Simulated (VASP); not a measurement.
Set up this calculation in VASP 6.6.1, as the native input.

```
Task                   : single point
Functional             : PBE
Potentials or basis    : VASP PAW PBE potentials, release 64 (K_sv, C)
Cutoff                 : 520 eV
k mesh                 : 6 × 6 × 2
Occupations            : gaussian, width 0.1 eV
Spin                   : collinear spin
Starting moments       : [0.0, 0.0, 1.0, 1.0, 1.0, 1.0, 1.0, 1.0] μB
Dipole correction      : no
Further INCAR settings : ALGO = Normal; EDIFF = 1e-07; NBANDS = 35
```

The structure of KC3 lies in POSCAR:

```
KC3
1.0
    3.7388778947     -2.1587192494      0.0000000000
    3.7388778947      2.1587192494      0.0000000000
   -2.3128514619      0.0000000000      9.4815612443
K C
2 6
Direct
    0.7374810808      0.7374810808      0.2059197630
    0.2625189192      0.2625189192      0.7940802370
    0.5000046188      0.1605528299      0.4999488020
    0.1696818330      0.8303181670      0.5000000000
    0.8394471701      0.4999953812      0.5000511980
    0.4999953812      0.8394471701      0.5000511980
    0.1605528299      0.5000046188      0.4999488020
    0.8303181670      0.1696818330      0.5000000000
```

These files were run (other wordings do the same):

INCAR

```
PREC     = Accurate       # precision mode
ENCUT    = 520            # plane-wave cutoff, eV
EDIFF    = 1E-7           # SCF threshold, eV
ISMEAR   = 0              # smearing method
SIGMA    = 0.1            # smearing width, eV
LREAL    = F              # projectors in reciprocal space
LASPH    = T              # aspherical terms in the spheres
NELM     = 150            # most SCF steps
ALGO     = Normal         # electronic algorithm
ISIF     = 2              # what is computed and relaxed
LWAVE    = F              # write WAVECAR
LCHARG   = F              # write CHGCAR
ISPIN    = 2              # spin polarisation
MAGMOM   = 0 0 1 1 1 1 1 1 # initial moments
LORBIT   = 11             # projections on sites
GGA      = PE             # functional
NBANDS   = 35             # bands
```

KPOINTS

```
regular mesh
0
Gamma
  6 6 2
```

Potentials or basis: VASP PAW PBE potentials, release 64 (K_sv, C).

Launch:

```console
$ cat potpaw_PBE.64/K_sv/POTCAR potpaw_PBE.64/C/POTCAR > POTCAR
$ mpirun -np 1 vasp_std > vasp.out
```

Results of the run:

```yaml
Pressure: 0.4 GPa
Largest_force: 2.111 eV/Å
Band_gap_on_the_k_mesh: zero (filled and empty bands overlap)
Net_moment: 0.00 μB per cell
Valence_electrons_inside_the_program's_atomic_spheres: K 7.56; C 2.64, 2.60 (each value once)
```

Caveat: forces of over 1 eV/Å act on the atoms, so gaps and moduli don't describe the material at rest.

It took 3.6 min on 1 thread of Intel(R) Xeon(R) Platinum 8488C (Sapphire Rapids), on a shared host, peak memory 0.44 GiB.
